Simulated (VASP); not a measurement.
# Cd2C (fluorite type) (Fm-3m) in VASP: notebook

Aim: see how the results for Cd2C (fluorite type) move with the level of theory and the settings. Levels: revPBE, PBE. Tasks: single point, relaxation of cell and atoms.

Everything below comes from runs of VASP 6.6.1. Logs are shortened: lines on timing, memory, paths and dates and some standing lists are left out, and cuts for length are marked.

## (1) The cell of the first run

It takes space group Fm-3m (No. 225, cubic). Conventional cell: a = 5.941 Å, b = 5.941 Å, c = 5.941 Å, α = 90.00°, β = 90.00°, γ = 90.00°. C (site symmetry m-3m) has 8 Cd at 2.57 Å within 3.4 Å. Within 3.4 Å of Cd (site symmetry -43m) lie 4 C at 2.57 Å and 6 Cd at 2.97 Å.

## (2) Single point, revPBE

INCAR reads:

```
SYSTEM = Cd2C
PREC = Accurate
ENCUT = 520
EDIFF = 1E-6
ISMEAR = -1
SIGMA = 0.03
LREAL = .False.
LASPH = .True.
NELM = 100
ALGO = Normal
ISIF = 2
LWAVE = .False.
LCHARG = .True.
GGA = RE
LELF = .True.
LVHAR = .True.
NBANDS = 21
```

KPOINTS reads:

```
regular mesh
0
Gamma
  10 10 10
  0 0 0
```

POSCAR reads:

```
Cd2C
1.0
    0.0000000000      2.9706257553      2.9706257553
    2.9706257553      0.0000000000      2.9706257553
    2.9706257553      2.9706257553      0.0000000000
C Cd
1 2
Direct
    0.0000000000      0.0000000000      0.0000000000
    0.2500000000      0.2500000000      0.2500000000
    0.7500000000      0.7500000000      0.7500000000
```

Potentials or basis: VASP PAW PBE potentials, release 64 (C, Cd).

On the command line:

```console
> cat potpaw_PBE.64/C/POTCAR potpaw_PBE.64/Cd/POTCAR > POTCAR
> mpirun -np 1 vasp_std > vasp.out
```

OUTCAR:

```text
SYSTEM = Cd2C
   PREC = Accurate
   ENCUT = 520
   EDIFF = 1E-6
   ISMEAR = -1
   LREAL = .False.
   LASPH = .True.
   NELM = 100
   ISIF = 2
   GGA = RE

 ion  position               nearest neighbor table
   1  0.000  0.000  0.000-   3 2.57   3 2.57   3 2.57   2 2.57   3 2.57   2 2.57   2 2.57   2 2.57

   2  0.250  0.250  0.250-   1 2.57   1 2.57   1 2.57   1 2.57   3 2.97   3 2.97   3 2.97   3 2.97
                             3 2.97   3 2.97
   3  0.750  0.750  0.750-   1 2.57   1 2.57   1 2.57   1 2.57   2 2.97   2 2.97   2 2.97   2 2.97
                             2 2.97   2 2.97

  LATTYP: Found a face centered cubic cell.
 ALAT       =     5.9412515106

  Lattice vectors:

 A1 = (   0.0000000000,   2.9706257553,   2.9706257553)
 A2 = (   2.9706257553,   0.0000000000,   2.9706257553)
 A3 = (   2.9706257553,   2.9706257553,   0.0000000000)

Analysis of symmetry for initial positions (statically):
=====================================================================
 Subroutine PRICEL returns:
 Original cell was already a primitive cell.

 Routine SETGRP: Setting up the symmetry group for a
 face centered cubic supercell.

 Subroutine GETGRP returns: Found 48 space group operations
 (whereof 48 operations were pure point group operations)
 out of a pool of 48 trial point group operations.

The static configuration has the point symmetry O_h .

Analysis of symmetry for dynamics (positions and initial velocities):
=====================================================================
 Subroutine PRICEL returns:
 Original cell was already a primitive cell.

 Routine SETGRP: Setting up the symmetry group for a
 face centered cubic supercell.

 Subroutine GETGRP returns: Found 48 space group operations
 (whereof 48 operations were pure point group operations)
 out of a pool of 48 trial point group operations.

The dynamic configuration has the point symmetry O_h .

 Subroutine INISYM returns: Found 48 space group operations
 (whereof 48 operations are pure point group operations),
 and found     1 'primitive' translations

----------------------------------------------------------------------------------------

                                     Primitive cell

  volume of cell :      52.4293

  direct lattice vectors                    reciprocal lattice vectors
[... 85 lines left out ...]
   LSORBIT =      F    spin-orbit coupling
   LASPH  =      T    aspherical Exc in radial PAW
   ENCUT  =  520.0 eV  38.22 Ry    6.18 a.u.   7.81  7.81  7.81*2*pi/ulx,y,z
   NELM   =    100;   NELMIN=  2; NELMDL= -5     # of ELM steps
   EDIFF  = 0.1E-05   stopping-criterion for ELM
   LREAL  =      F    real-space projection
   EDIFFG = 0.1E-04   stopping-criterion for IOM
   NSW    =      0    number of steps for IOM
   IBRION =     -1    ionic relax: 0-MD 1-quasi-New 2-CG
   NFREE  =      0    steps in history (QN), initial steepest desc. (CG)
   ISIF   =      2    stress and relaxation
   ISYM   =      2    0-nonsym 1-usesym 2-fastsym
   POTIM  = 0.5000    time-step for ionic-motion
   TEBEG  =    0.0;   TEEND  =   0.0 temperature during run
   PSTRESS=    0.0 pullay stress
   NELECT =      28.0000    total number of electrons
   NUPDOWN=      -1.0000    fix difference up-down
   EMIN   =  10.00;   EMAX   =-10.00  energy-range for DOS
   EFERMI =   0.00;   METHOD = LEGACY
   ISMEAR =    -1;   SIGMA  =   0.03  broadening in eV -4-tet -1-fermi 0-gaus
   EFERMI_NEDOS =   21; number of points for ismear=-14 and -15
   IALGO  =     38    algorithm
   IMIX   =      4    mixing-type and parameters
     AMIX     =   0.40;   BMIX     =  1.00
     AMIX_MAG =   1.60;   BMIX_MAG =  1.00
  volume/ion in A,a.u.               =      17.48       117.94
  Fermi-wavevector in a.u.,A,eV,Ry     =   1.328219  2.509969 24.002918  1.764165
  Thomas-Fermi vector in A             =   2.457473
   LORBIT       =      0    0 simple, 1 ext, 2 COOP (PROOUT), +10 PAW based schemes
   GGA     = RE    functional components
   LHFCALC =     F    Hartree Fock is set to
   AEXX    =    0.0000 exact exchange contribution
   IVDW    =     0    specifies the selected vdW correction
   LEPSILON=     F    determine dielectric tensor
   LRPA    =     F    only Hartree local field effects (RPA)
 non-spin polarized calculation
  energy-cutoff  :      520.00
  volume of cell :       52.43
 maximum number of plane-waves:      1428
   NGX = 15   NGY = 15   NGZ = 15

 number of electron      28.0000000 magnetization

 Free energy of the ion-electron system (eV)
  ---------------------------------------------------
  ext. energy  EPLUGINS =         0.00000000
  ---------------------------------------------------
  free energy    TOTEN  =        -6.29691700 eV

  energy without entropy =       -6.29575664  energy(sigma->0) =       -6.29633682

 E-fermi :   3.0834     XC(G=0): -10.8407

 val. band max:        3.0625911493   @ k =   0.2000   0.0000   0.0000
 cond. band min:       3.1195830751   @ k =  -0.1000   0.1000   0.0000
 fundamental gap:      0.0569919258
 Fermi energy:         3.0833555547

 k-point     1 :       0.0000    0.0000    0.0000
  band No.  band energies     occupation
      1      -8.3911      2.00000
      2      -6.5138      2.00000
      3      -6.5138      2.00000
      4      -6.3789      2.00000
      5      -6.3789      2.00000
      6      -6.3789      2.00000
[... 565 lines left out ...]
     20      14.8094      0.00000
     21      15.1745      0.00000

 [... further k-points ...]

------------------------ aborting loop because EDIFF is reached ----------------------------------------

  FORCE on cell =-STRESS in cart. coord.  units (eV):
  Direction    XX          YY          ZZ          XY          YZ          ZX
  --------------------------------------------------------------------------------------
  -------------------------------------------------------------------------------------
  Total        0.1897235      0.1897235      0.1897235     -0.0000000     -0.0000000      0.0000000
  in kB        5.7977295      5.7977295      5.7977295     -0.0000000     -0.0000000      0.0000000
  external PRESSURE =       5.7977295 kB  Pullay stress =       0.0000000 kB

 VOLUME and BASIS-vectors are now :
 -----------------------------------------------------------------------------
  energy-cutoff  :      520.00
  volume of cell :       52.43
      direct lattice vectors                 reciprocal lattice vectors
     0.000000000  2.970625755  2.970625755    -0.168314706  0.168314706  0.168314706
     2.970625755  0.000000000  2.970625755     0.168314706 -0.168314706  0.168314706
     2.970625755  2.970625755  0.000000000     0.168314706  0.168314706 -0.168314706

 POSITION                                       TOTAL-FORCE (eV/Angst)
 -----------------------------------------------------------------------------------
      0.00000      0.00000      0.00000        -0.000000     -0.000000     -0.000000
      1.48531      1.48531      1.48531         0.000000      0.000000      0.000000
      4.45594      4.45594      4.45594         0.000000     -0.000000      0.000000
 -----------------------------------------------------------------------------------
    total drift:                               -0.000000     -0.000000      0.000000

  FREE ENERGIE OF THE ION-ELECTRON SYSTEM (eV)
  ---------------------------------------------------
  free  energy   TOTEN  =        -6.2969169959 eV

  energy  without entropy=       -6.2957566423  energy(sigma->0) =       -6.29633682
```

OSZICAR:

```text
N       E                     dE             d eps       ncg     rms          rms(c)
DAV:   1     0.198438763903E+03    0.19844E+03   -0.14953E+04  1974   0.133E+03
DAV:   2    -0.851466061534E+00   -0.19929E+03   -0.19104E+03  2114   0.336E+02
DAV:   3    -0.804842389038E+01   -0.71970E+01   -0.71064E+01  2275   0.671E+01
DAV:   4    -0.809071596783E+01   -0.42292E-01   -0.42274E-01  2099   0.473E+00
DAV:   5    -0.809089166218E+01   -0.17569E-03   -0.17569E-03  2249   0.295E-01    0.951E+00
DAV:   6    -0.636817327939E+01    0.17227E+01   -0.97397E+00  2632   0.206E+01    0.737E+00
DAV:   7    -0.630863234481E+01    0.59541E-01   -0.54342E-01  2062   0.571E+00    0.434E+00
DAV:   8    -0.630500605626E+01    0.36263E-02   -0.15427E-01  2004   0.216E+00    0.532E-01
DAV:   9    -0.629680305152E+01    0.82030E-02   -0.21455E-02  2462   0.771E-01    0.201E-01
DAV:  10    -0.629684646266E+01   -0.43411E-04   -0.27305E-03  2134   0.275E-01    0.434E-02
DAV:  11    -0.629691730593E+01   -0.70843E-04   -0.99775E-05  2129   0.736E-02    0.167E-02
DAV:  12    -0.629691708105E+01    0.22489E-06   -0.11111E-05  2206   0.314E-02    0.943E-03
DAV:  13    -0.629691699591E+01    0.85133E-07   -0.39537E-06  2049   0.972E-03
   1 F= -.62969170E+01 E0= -.62963368E+01  d E =-.116035E-02
```

Wall time 24 s (1 thread of AMD EPYC 9R45 (Zen 5), shared host); peak memory 0.17 GiB.

Results:

```yaml
Free_energy: -6.2969 eV
Pressure: 0.6 GPa
Band_gap_on_the_k_mesh: zero (bands 14 and 15 overlap by 0.58 eV)
```

Caveat: the PAW data sets were made with another functional, which shifts forces and pressure a little.

## (3) Relaxation of cell and atoms, revPBE

This run uses another cell than the first one, of 18.10 Å³/atom.

INCAR reads:

```
SYSTEM = Cd2C
PREC = Accurate ; ENCUT = 600
EDIFF = 1E-6 ; ISMEAR = -1
SIGMA = 0.03 ; LREAL = .FALSE.
LASPH = .TRUE. ; NELM = 100
ALGO = Normal ; ISIF = 3
LWAVE = .FALSE. ; LCHARG = .FALSE.
GGA = RE ; IBRION = 2
NSW = 100 ; EDIFFG = -0.005
```

KPOINTS reads:

```
regular mesh
0
G
  10 10 10
  0 0 0
```

POSCAR reads:

```
Cd2C
1.0
    0.0000000000      3.0056289091      3.0056289091
    3.0056289091      0.0000000000      3.0056289091
    3.0056289091      3.0056289091      0.0000000000
C Cd
1 2
Direct
    0.0000000000      0.0000000000      0.0000000000
    0.2500000000      0.2500000000      0.2500000000
    0.7500000000      0.7500000000      0.7500000000
```

Potentials or basis: VASP PAW PBE potentials, release 64 (C, Cd).

On the command line:

```console
> cat potpaw_PBE.64/C/POTCAR potpaw_PBE.64/Cd/POTCAR > POTCAR
> mpirun -np 1 vasp_std > vasp.out
```

OUTCAR:

```text
SYSTEM = Cd2C
   PREC = Accurate
   ENCUT = 600
   EDIFF = 1E-6
   ISMEAR = -1
   LREAL = .FALSE.
   LASPH = .TRUE.
   NELM = 100
   ISIF = 3
   GGA = RE
   IBRION = 2
   NSW = 100
   EDIFFG = -0.005

 ion  position               nearest neighbor table
   1  0.000  0.000  0.000-   3 2.60   2 2.60   3 2.60   2 2.60   3 2.60   3 2.60   2 2.60   2 2.60

   2  0.250  0.250  0.250-   1 2.60   1 2.60   1 2.60   1 2.60   3 3.01   3 3.01   3 3.01   3 3.01
                             3 3.01   3 3.01
   3  0.750  0.750  0.750-   1 2.60   1 2.60   1 2.60   1 2.60   2 3.01   2 3.01   2 3.01   2 3.01
                             2 3.01   2 3.01

  LATTYP: Found a face centered cubic cell.
 ALAT       =     6.0112578182

  Lattice vectors:

 A1 = (   0.0000000000,   3.0056289091,   3.0056289091)
 A2 = (   3.0056289091,   0.0000000000,   3.0056289091)
 A3 = (   3.0056289091,   3.0056289091,   0.0000000000)

Analysis of symmetry for initial positions (statically):
=====================================================================
 Subroutine PRICEL returns:
 Original cell was already a primitive cell.

 Routine SETGRP: Setting up the symmetry group for a
 face centered cubic supercell.

 Subroutine GETGRP returns: Found 48 space group operations
[... 175 lines left out ...]
  -------------------------------------------------------------------------------------
  Total       -0.7013002     -0.7013002     -0.7013002      0.0000000      0.0000000     -0.0000000
  in kB      -20.6908579    -20.6908579    -20.6908579      0.0000000      0.0000000     -0.0000000
  external PRESSURE =     -20.6908579 kB  Pullay stress =       0.0000000 kB
[... 61 lines left out ...]
--------------------------------------- Ionic step        3  -------------------------------------------

 number of electron      28.0000001 magnetization

 Free energy of the ion-electron system (eV)
  ---------------------------------------------------
  ext. energy  EPLUGINS =         0.00000000
  ---------------------------------------------------
  free energy    TOTEN  =        -6.29881808 eV

  energy without entropy =       -6.29767816  energy(sigma->0) =       -6.29824812

 E-fermi :   3.0358     XC(G=0): -10.8100

 val. band max:        3.0115577727   @ k =   0.2000   0.0000   0.0000
 cond. band min:       3.0735674506   @ k =  -0.1000   0.1000   0.0000
 fundamental gap:      0.0620096779
 Fermi energy:         3.0357887993

 k-point     1 :       0.0000    0.0000    0.0000
  band No.  band energies     occupation
      1      -8.3954      2.00000
      2      -6.5386      2.00000
      3      -6.5386      2.00000
      4      -6.4029      2.00000
      5      -6.4029      2.00000
      6      -6.4029      2.00000
[... 481 lines left out ...]
      5      -5.7775      2.00000
      6      -5.7576      2.00000
[... 10 lines left out ...]
     17       7.6244      0.00000
     18       9.1262      0.00000

 [... further k-points ...]

------------------------ aborting loop because EDIFF is reached ----------------------------------------

  FORCE on cell =-STRESS in cart. coord.  units (eV):
  Direction    XX          YY          ZZ          XY          YZ          ZX
  --------------------------------------------------------------------------------------
  -------------------------------------------------------------------------------------
  Total        0.0123041      0.0123041      0.0123041     -0.0000000     -0.0000000      0.0000000
  in kB        0.3737978      0.3737978      0.3737978     -0.0000000     -0.0000000      0.0000000
  external PRESSURE =       0.3737978 kB  Pullay stress =       0.0000000 kB
[... 18 lines left out ...]
  FREE ENERGIE OF THE ION-ELECTRON SYSTEM (eV)
  ---------------------------------------------------
  free  energy   TOTEN  =        -6.2988180842 eV

  energy  without entropy=       -6.2976781574  energy(sigma->0) =       -6.29824812

 reached required accuracy - stopping structural energy minimisation
```

CONTCAR:

```text
Cd2C
   1.00000000000000
     0.0000000000000000    2.9764413437342307    2.9764413437342307
     2.9764413437342307    0.0000000000000000    2.9764413437342307
     2.9764413437342307    2.9764413437342307   -0.0000000000000000
  C               Cd
     1     2
Direct
     0.0000000000000000    0.0000000000000000    0.0000000000000000
     0.2500000000000000    0.2500000000000000    0.2500000000000000
     0.7500000000000000    0.7500000000000000    0.7500000000000000

  0.00000000E+00  0.00000000E+00  0.00000000E+00
  0.00000000E+00  0.00000000E+00  0.00000000E+00
  0.00000000E+00  0.00000000E+00  0.00000000E+00
```

Wall time 65 s (1 thread of AMD EPYC 9R45 (Zen 5), shared host); peak memory 0.21 GiB.

What came out:

| Property | Result |
| --- | --- |
| Free energy | -6.2988 eV |
| Relaxed volume | 17.58 Å³/atom |
| Relaxed cell | a = 4.209 Å, b = 4.209 Å, c = 4.209 Å, α = 60.00°, β = 60.00°, γ = 60.00° |
| Space group after relaxing (to 0.1 Å) | Fm-3m (No. 225) |
| Energy gained by relaxing | 3.5 meV/atom |
| Ionic steps | 3 |
| Pressure after relaxing | 0.0 GPa |
| Band gap on the k mesh | zero (bands 14 and 15 overlap by 0.60 eV) |

Step by step:
| step | energy change (eV) | largest force (eV/Å) | pressure (GPa) | volume (Å³) |
| --- | --- | --- | --- | --- |
| 1 | 0.0000 | 0.0000 | -2.07 | 54.30 |
| 2 | -0.0101 | 0.0000 | 0.36 | 52.49 |
| 3 | -0.0104 | 0.0000 | 0.04 | 52.74 |

Final structure:
```
C Cd
1.0
     0.00000    2.97644    2.97644
     2.97644    0.00000    2.97644
     2.97644    2.97644    0.00000
C Cd
1 2
Direct
  0.00000 0.00000 0.00000
  0.25000 0.25000 0.25000
  0.75000 0.75000 0.75000
```

Caveat: the PAW data sets were made with another functional, which shifts forces and pressure a little.

## (4) Relaxation of cell and atoms, PBE

This run uses another cell than the first one, of 18.10 Å³/atom.

INCAR reads:

```
SYSTEM = Cd2C
PREC = Accurate ; ENCUT = 600
EDIFF = 1E-6 ; ISMEAR = -1
SIGMA = 0.03 ; LREAL = .False.
LASPH = .True. ; NELM = 100
ALGO = Normal ; ISIF = 3
LWAVE = .False. ; LCHARG = .False.
GGA = PE ; IBRION = 2
NSW = 100 ; EDIFFG = -0.005
```

KPOINTS reads:

```
regular mesh
0
Gamma
  10 10 10
  0 0 0
```

POSCAR is that of step 3.

On the command line:

```console
> cat potpaw_PBE.64/C/POTCAR potpaw_PBE.64/Cd/POTCAR > POTCAR
> mpirun -np 1 vasp_std > vasp.out
```

Run time: 1.8 min. Hardware: 1 thread of Intel Xeon Platinum 8259CL at 2.50GHz (Skylake/Cascade Lake), shared host; peak memory 0.25 GiB.

The run converged. Its results:

* Free energy: -7.3072 eV
* Relaxed volume: 17.12 Å³/atom
* Relaxed cell: a = 4.172 Å, b = 4.172 Å, c = 4.172 Å, α = 60.00°, β = 60.00°, γ = 60.00°
* Space group after relaxing (to 0.1 Å): Fm-3m (No. 225)
* Energy gained by relaxing: 13.2 meV/atom
* Ionic steps: 3
* Pressure after relaxing: 0.0 GPa
* Band gap on the k mesh: zero (bands 14 and 15 overlap by 0.55 eV)

Step by step:
```
step  energy change (eV)  largest force (eV/Å)  pressure (GPa)  volume (Å³)
   1              0.0000                0.0000           -4.07        54.30
   2             -0.0378                0.0000            0.99        50.77
   3             -0.0396                0.0000           -0.02        51.35
```

Final structure:
```cif
data_structure
_symmetry_space_group_name_H-M 'P 1'
_symmetry_Int_Tables_number 1
_cell_length_a 4.1721
_cell_length_b 4.1721
_cell_length_c 4.1721
_cell_angle_alpha 60.000
_cell_angle_beta 60.000
_cell_angle_gamma 60.000
_cell_volume 51.35
loop_
_atom_site_label
_atom_site_type_symbol
_atom_site_fract_x
_atom_site_fract_y
_atom_site_fract_z
_atom_site_occupancy
C1 C 0.00000 0.00000 0.00000 1
Cd1 Cd 0.25000 0.25000 0.25000 1
Cd2 Cd 0.75000 0.75000 0.75000 1
```

Levels at points of the mesh, in eV from the Fermi level:
```tsv
k point	band 10	band 11	band 12	band 13	band 14	band 15	band 16	band 17	band 18
(0.00, 0.00, 0.00)	-7.76	-7.76	-1.87	0.17	0.17	0.17	3.96	3.96	3.96
(0.50, 0.00, 0.00)	-8.66	-7.65	-5.91	-0.63	-0.63	-0.38	4.38	5.04	5.04
(0.50, 0.50, 0.00)	-7.86	-7.79	-4.54	-2.57	-2.57	0.89	1.47	5.04	6.96
```

## (5) Overview

| task | level | cell | cutoff (eV) | gap on the mesh (eV) | pressure (GPa) | relaxed volume (Å³/atom) |
| --- | --- | --- | --- | --- | --- | --- |
| single point | revPBE | a = 4.201 Å, angles 60.0°, 3 atoms | 520 | none | 0.6 | - |
| relaxation of cell and atoms | revPBE | relaxed from a = 4.251 Å, angles 60.0°, 3 atoms | 600 | none | 0.0 | 17.58 |
| relaxation of cell and atoms | PBE | relaxed from a = 4.251 Å, angles 60.0°, 3 atoms | 600 | none | 0.0 | 17.12 |

Alike in all rows: potentials or basis VASP PAW PBE potentials, release 64 (C, Cd); no spin polarisation; k mesh 10 × 10 × 10; smearing fermi-dirac 0.03 eV.

Caveats: the PAW data sets were made with another functional, which shifts forces and pressure a little (at least some runs).

Total energies depend on the potentials used, so only differences within one code and one set of settings carry meaning.
